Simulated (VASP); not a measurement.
# Na: single point with PBEsol

Na:

```xyz
2
Lattice="0.0000 2.8233 2.8233 2.8233 0.0000 2.8233 2.8233 2.8233 0.0000" Properties=species:S:1:pos:R:3 pbc="T T T"
Na   -0.7058   -0.7058   -0.7058
Na    0.7058    0.7058    0.7058
```

This cell differs from its parent crystal: volume scaled by 0.43.

| Item | Value |
| --- | --- |
| Program | VASP 6.6.1 |
| Task | single point |
| Functional | PBEsol |
| Potentials or basis | VASP PAW PBE potentials, release 64 (Na_pv) |
| Cutoff | 520 eV |
| k mesh | 9 × 9 × 9 |
| Occupations | fermi-dirac, width 0.08 eV |
| Spin | no spin polarisation |
| Dipole correction | no |
| Further INCAR settings | ALGO = Normal; EDIFF = 1e-06; NBANDS = 14 |

The pressure is 11.5 GPa. The band gap on the k mesh is zero (band 7 reaches 2.85 eV, above the bottom of band 8 at 1.94 eV).

Levels at points of the mesh, in eV from the Fermi level:
| k point | band 3 | band 4 | band 5 | band 6 | band 7 | band 8 | band 9 | band 10 | band 11 | band 12 |
| --- | --- | --- | --- | --- | --- | --- | --- | --- | --- | --- |
| (0.00, 0.00, 0.00) | -26.14 | -25.80 | -25.80 | -25.80 | -4.58 | 7.95 | 7.95 | 7.95 | 8.08 | 8.08 |

It took 13 s on 1 thread of Intel(R) Xeon(R) Platinum 8375C CPU @ 2.90GHz (Ice Lake), on a shared host, peak memory 0.16 GiB.

Caveat: the PAW data sets were made with another functional, which shifts forces and pressure a little.
